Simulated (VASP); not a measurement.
# SnO in VASP: single point with PBE+D3(BJ)

Aim: the single point of SnO with PBE+D3(BJ).

All numbers are computed with VASP 6.6.1; they aren't measurements. Logs are shortened: lines on timing, memory, paths and dates and some standing lists are left out, and cuts for length are marked.

## 1. The cell of the first run

The cell holds a slab with vacuum, 8 atoms: a = 3.820 Å, b = 3.820 Å, c = 22.226 Å, α = 90.00°, β = 90.00°, γ = 90.00°.

## 2. Single point, PBE+D3(BJ)

Input file INCAR:

```
SYSTEM = SnO
ALGO     = Normal         ! electronic algorithm
DIPOL    = 0.5 0.5 0.403
EDIFF    = 1E-6           ! SCF threshold, eV
ENCUT    = 520            ! plane-wave cutoff, eV
GGA      = PE             ! functional
IDIPOL   = 3            
ISIF     = 2              ! what is computed and relaxed
ISMEAR   = 0              ! smearing method
IVDW     = 12             ! dispersion correction
LASPH    = .True.         ! aspherical terms in the spheres
LCHARG   = .False.        ! write CHGCAR
LDIPOL   = .True.       
LREAL    = .False.        ! projectors in reciprocal space
LWAVE    = .False.        ! write WAVECAR
NBANDS   = 50             ! bands
NELM     = 100            ! most SCF steps
PREC     = Accurate       ! precision mode
SIGMA    = 0.05           ! smearing width, eV
```

Input file KPOINTS:

```
k-points
0
Gamma
  7 7 1
  0 0 0
```

Input file POSCAR:

```
SnO
1.0
    3.8201635894      0.0000000000      0.0000000000
    0.0000000000      3.8201635894      0.0000000000
    0.0000000000      0.0000000000     22.2260803631
Sn O
4 4
Direct
    0.7500000000      0.2500000000      0.2024648488
    0.2500000000      0.7500000000      0.3087831984
    0.3750000000      1.1250000000      0.4977503906
   -0.1250000000      1.6250000000      0.6040687401
    0.2500000000      0.2500000000      0.2556240236
    0.7500000000      0.7500000000      0.2556240236
   -0.1250000000      1.1250000000      0.5509095654
    0.3750000000      1.6250000000      0.5509095654
```

Potentials or basis: VASP PAW PBE potentials, release 64 (Sn_d, O).

Run with:

```sh
$ cat potpaw_PBE.64/Sn_d/POTCAR potpaw_PBE.64/O/POTCAR > POTCAR
$ mpirun -np 1 vasp_std > vasp.out
```

OUTCAR:

```text
SYSTEM = SnO
   EDIFF = 1E-6
   ENCUT = 520
   GGA = PE
   ISIF = 2
   ISMEAR = 0
   IVDW = 12
   LASPH = .True.
   LREAL = .False.
   NELM = 100
   PREC = Accurate
 IVDW          = 12

 ion  position               nearest neighbor table
   1  0.750  0.250  0.202-   5 2.25   6 2.25   6 2.25   5 2.25   2 3.59   2 3.59   2 3.59   2 3.59

   2  0.250  0.750  0.309-   5 2.25   6 2.25   5 2.25   6 2.25   1 3.59   1 3.59   1 3.59   1 3.59

   3  0.375  0.125  0.498-   7 2.25   8 2.25   8 2.25   7 2.25   4 3.59   4 3.59   4 3.59   4 3.59

   4  0.875  0.625  0.604-   7 2.25   8 2.25   7 2.25   8 2.25   3 3.59   3 3.59   3 3.59   3 3.59

   5  0.250  0.250  0.256-   1 2.25   2 2.25   2 2.25   1 2.25
   6  0.750  0.750  0.256-   1 2.25   2 2.25   1 2.25   2 2.25
   7  0.875  0.125  0.551-   4 2.25   4 2.25   3 2.25   3 2.25
   8  0.375  0.625  0.551-   4 2.25   4 2.25   3 2.25   3 2.25

  LATTYP: Found a simple tetragonal cell.
 ALAT       =     3.8201635894
 C/A-ratio  =     5.8180964880

  Lattice vectors:

 A1 = (   3.8201635894,   0.0000000000,   0.0000000000)
 A2 = (   0.0000000000,   3.8201635894,   0.0000000000)
 A3 = (   0.0000000000,   0.0000000000,  22.2260803631)

Analysis of symmetry for initial positions (statically):
=====================================================================
 Subroutine PRICEL returns:
 Original cell was already a primitive cell.

 Routine SETGRP: Setting up the symmetry group for a
 simple tetragonal supercell.

 Subroutine GETGRP returns: Found  2 space group operations
 (whereof  1 operations were pure point group operations)
 out of a pool of 16 trial point group operations.

The static configuration has the point symmetry C_1 .
 The point group associated with its full space group is S_2 .

Analysis of symmetry for dynamics (positions and initial velocities):
=====================================================================
 Subroutine PRICEL returns:
 Original cell was already a primitive cell.

 Routine SETGRP: Setting up the symmetry group for a
 simple tetragonal supercell.

 Subroutine GETGRP returns: Found  2 space group operations
 (whereof  1 operations were pure point group operations)
 out of a pool of 16 trial point group operations.

The dynamic configuration has the point symmetry C_1 .
 The point group associated with its full space group is S_2 .

 Subroutine INISYM returns: Found  2 space group operations
 (whereof  1 operations are pure point group operations),
 and found     1 'primitive' translations

----------------------------------------------------------------------------------------

                                     Primitive cell

  volume of cell :     324.3596

  direct lattice vectors                    reciprocal lattice vectors
     3.820163589  0.000000000  0.000000000     0.261768895  0.000000000  0.000000000
     0.000000000  3.820163589  0.000000000     0.000000000  0.261768895  0.000000000
     0.000000000  0.000000000 22.226080363     0.000000000  0.000000000  0.044992189

  length of vectors
     3.820163589  3.820163589 22.226080363     0.261768895  0.261768895  0.044992189

  position of ions in fractional coordinates (direct lattice)
     0.750000000  0.250000000  0.202464849
     0.250000000  0.750000000  0.308783198
     0.375000000  0.125000000  0.497750391
     0.875000000  0.625000000  0.604068740
     0.250000000  0.250000000  0.255624024
     0.750000000  0.750000000  0.255624024
     0.875000000  0.125000000  0.550909565
     0.375000000  0.625000000  0.550909565

  ion indices of the primitive-cell ions
   primitive index   ion index
                 1           1
                 2           2
                 3           3
                 4           4
                 5           5
                 6           6
                 7           7
                 8           8

----------------------------------------------------------------------------------------

 KPOINTS: k-points

Automatic generation of k-mesh.
 Grid dimensions read from file:
 generate k-points for:    7    7    1

 Generating k-lattice:

  Cartesian coordinates                     Fractional coordinates (reciprocal lattice)
     0.037395556  0.000000000  0.000000000     0.142857143  0.000000000  0.000000000
     0.000000000  0.037395556  0.000000000     0.000000000  0.142857143  0.000000000
     0.000000000  0.000000000  0.044992189     0.000000000  0.000000000  1.000000000

  Length of vectors
     0.037395556  0.037395556  0.044992189

  Shift w.r.t. Gamma in fractional coordinates (k-lattice)
     0.000000000  0.000000000  0.000000000

 Subroutine IBZKPT returns following result:
 ===========================================

 Found     25 irreducible k-points:

 Following reciprocal coordinates:
            Coordinates               Weight
  0.000000  0.000000  0.000000      1.000000
  0.142857  0.000000  0.000000      2.000000
  0.000000  0.142857  0.000000      2.000000
  0.285714  0.000000  0.000000      2.000000
  0.000000  0.285714  0.000000      2.000000
  0.428571  0.000000  0.000000      2.000000
[... 16 lines left out ...]
  0.285714  0.428571  0.000000      2.000000
  0.428571  0.428571  0.000000      2.000000
   k-points           NKPTS =     25   k-points in BZ     NKDIM =     25   number of bands    NBANDS=     50
   number of dos      NEDOS =    301   number of ions     NIONS =      8
   total plane-waves  NPLWV = 131712
   dimension x,y,z NGX =    28 NGY =   28 NGZ =  168
   dimension x,y,z NGXF=    56 NGYF=   56 NGZF=  336
   ions per type =               4   4
   NGX,Y,Z   is equivalent  to a cutoff of  12.19, 12.19, 12.57 a.u.
   NGXF,Y,Z  is equivalent  to a cutoff of  24.37, 24.37, 25.13 a.u.
 SYSTEM =  SnO
   PREC   = accura    normal or accurate (medium, high low for compatibility)
   ISTART =      0    job   : 0-new  1-cont  2-samecut
   ICHARG =      2    charge: 1-file 2-atom 10-const
   ISPIN  =      1    spin polarized calculation?
   LNONCOLLINEAR =      F non collinear calculations
   LSORBIT =      F    spin-orbit coupling
   LASPH  =      T    aspherical Exc in radial PAW
   ENCUT  =  520.0 eV  38.22 Ry    6.18 a.u.   7.10  7.10 41.33*2*pi/ulx,y,z
   NELM   =    100;   NELMIN=  2; NELMDL= -5     # of ELM steps
   EDIFF  = 0.1E-05   stopping-criterion for ELM
   LREAL  =      F    real-space projection
   EDIFFG = 0.1E-04   stopping-criterion for IOM
   NSW    =      0    number of steps for IOM
   IBRION =     -1    ionic relax: 0-MD 1-quasi-New 2-CG
   NFREE  =      0    steps in history (QN), initial steepest desc. (CG)
   ISIF   =      2    stress and relaxation
   ISYM   =      2    0-nonsym 1-usesym 2-fastsym
   POTIM  = 0.5000    time-step for ionic-motion
   TEBEG  =    0.0;   TEEND  =   0.0 temperature during run
   PSTRESS=    0.0 pullay stress
   NELECT =      80.0000    total number of electrons
   NUPDOWN=      -1.0000    fix difference up-down
   EMIN   =  10.00;   EMAX   =-10.00  energy-range for DOS
   EFERMI =   0.00;   METHOD = LEGACY
   ISMEAR =     0;   SIGMA  =   0.05  broadening in eV -4-tet -1-fermi 0-gaus
   EFERMI_NEDOS =   21; number of points for ismear=-14 and -15
   IALGO  =     38    algorithm
   IMIX   =      4    mixing-type and parameters
     AMIX     =   0.40;   BMIX     =  1.00
     AMIX_MAG =   1.60;   BMIX_MAG =  1.00
  volume/ion in A,a.u.               =      40.54       273.61
  Fermi-wavevector in a.u.,A,eV,Ry     =   1.026666  1.940118 14.341130  1.054043
  Thomas-Fermi vector in A             =   2.160571
   LORBIT       =      0    0 simple, 1 ext, 2 COOP (PROOUT), +10 PAW based schemes
   GGA     = PE    functional components
   LHFCALC =     F    Hartree Fock is set to
   AEXX    =    0.0000 exact exchange contribution
   IVDW    =    12    specifies the selected vdW correction
   LEPSILON=     F    determine dielectric tensor
   LRPA    =     F    only Hartree local field effects (RPA)
 non-spin polarized calculation
 Gauss-broadening in eV      SIGMA  =   0.05
  energy-cutoff  :      520.00
  volume of cell :      324.36
 maximum number of plane-waves:      8769
   NGX = 15   NGY = 15   NGZ = 83

 dipolmoment           0.000000      0.000000      0.000029 electrons x Angstroem

 number of electron      79.9999970 magnetization

 dipolmoment           0.000000      0.000000     -0.000006 electrons x Angstroem

 Free energy of the ion-electron system (eV)
  ---------------------------------------------------
  ext. energy  EPLUGINS =         0.00000000
  ---------------------------------------------------
  free energy    TOTEN  =       -45.16922862 eV

  energy without entropy =      -45.16922862  energy(sigma->0) =      -45.16922862

 E-fermi :   0.0626     XC(G=0):  -5.3233

 val. band max:       -0.2083353613   @ k =  -0.1429   0.1429   0.0000
 cond. band min:       2.3023099800   @ k =   0.4286   0.0000   0.0000
 fundamental gap:      2.5106453412
 Fermi energy:         0.0626175773

 k-point     1 :       0.0000    0.0000    0.0000
  band No.  band energies     occupation
      1     -21.0537      2.00000
      2     -21.0537      2.00000
      3     -20.6931      2.00000
      4     -20.6931      2.00000
      5     -20.6555      2.00000
      6     -20.6553      2.00000
[... 42 lines left out ...]
     49       5.2036      0.00000
     50       5.2137      0.00000

 k-point     2 :       0.1429    0.0000    0.0000
  band No.  band energies     occupation
      1     -21.0448      2.00000
      2     -21.0447      2.00000
      3     -20.6937      2.00000
      4     -20.6937      2.00000
      5     -20.6571      2.00000
      6     -20.6567      2.00000
[... 1158 lines left out ...]
 k-point    24 :       0.4286    0.4286    0.0000
  band No.  band energies     occupation
      1     -20.9946      2.00000
      2     -20.9944      2.00000
      3     -20.9805      2.00000
      4     -20.9804      2.00000
      5     -20.6601      2.00000
      6     -20.6600      2.00000
[... 42 lines left out ...]
     49       6.1304      0.00000
     50       6.3823      0.00000

 [... further k-points ...]

------------------------ aborting loop because EDIFF is reached ----------------------------------------

 vacuum level on the upper side and lower side of the slab       (xc-potential included)        -0.196        -0.195

 Edisp (eV)   -1.23801

 E8    (eV) :    -0.5474

  FORCE on cell =-STRESS in cart. coord.  units (eV):
  Direction    XX          YY          ZZ          XY          YZ          ZX
  --------------------------------------------------------------------------------------
  -------------------------------------------------------------------------------------
  Total       0.17148     0.22727    -0.07992     0.01302     0.16269     0.10641
  in kB       0.84704     1.12261    -0.39479     0.06431     0.80359     0.52561
  external pressure =        0.52 kB  Pullay stress =        0.00 kB

 VOLUME and BASIS-vectors are now :
 -----------------------------------------------------------------------------
  energy-cutoff  :      520.00
  volume of cell :      324.36
      direct lattice vectors                 reciprocal lattice vectors
     3.820163589  0.000000000  0.000000000     0.261768895  0.000000000  0.000000000
     0.000000000  3.820163589  0.000000000     0.000000000  0.261768895  0.000000000
     0.000000000  0.000000000 22.226080363     0.000000000  0.000000000  0.044992189

 POSITION                                       TOTAL-FORCE (eV/Angst)
 -----------------------------------------------------------------------------------
      2.86512      0.95504      4.50000        -0.002026     -0.003089     -0.081725
      0.95504      2.86512      6.86304        -0.008677     -0.017228      0.133125
      1.43256      0.47752     11.06304         0.008677      0.017228     -0.133125
      3.34264      2.38760     13.42608         0.002026      0.003089      0.081725
      0.95504      0.95504      5.68152         0.004215     -0.015675      0.006833
      2.86512      2.86512      5.68152        -0.011991      0.006111      0.007365
      3.34264      0.47752     12.24456         0.011991     -0.006111     -0.007365
      1.43256      2.38760     12.24456        -0.004215      0.015675     -0.006833
 -----------------------------------------------------------------------------------
    total drift:                                0.000000      0.000000     -0.000294

  FREE ENERGIE OF THE ION-ELECTRON SYSTEM (eV)
  ---------------------------------------------------
  free  energy   TOTEN  =       -46.4072385361 eV

  energy  without entropy=      -46.4072385361  energy(sigma->0) =      -46.40723854

 vacuum level on the upper side and lower side of the slab         4.776         4.779
```

Wall time 7 min (1 thread of AMD EPYC 7R13 (Zen 3), shared host); peak memory 0.48 GiB.

Results:

- Free energy: -46.4072 eV
- Largest force: 0.135 eV/Å
- Band gap on the k mesh: 2.51 eV, indirect (least direct gap 2.57 eV)
- Dispersion energy per atom: -0.155 eV

Forces in eV/Å, atoms in the order of the input:
```
Sn  -0.002 -0.003 -0.082
Sn  -0.009 -0.017  0.133
Sn   0.009  0.017 -0.133
Sn   0.002  0.003  0.082
O    0.004 -0.016  0.007
O   -0.012  0.006  0.007
O    0.012 -0.006 -0.007
O   -0.004  0.016 -0.007
```

Levels at points of the mesh, in eV from the valence-band top:
```
           k point  band 38  band 39  band 40  band 41  band 42  band 43
(0.00, 0.00, 0.00)    -1.94    -0.59    -0.03     2.54     2.87     2.87
```

Caveat: spin-orbit coupling is left out, which moves the levels of the heavy elements.
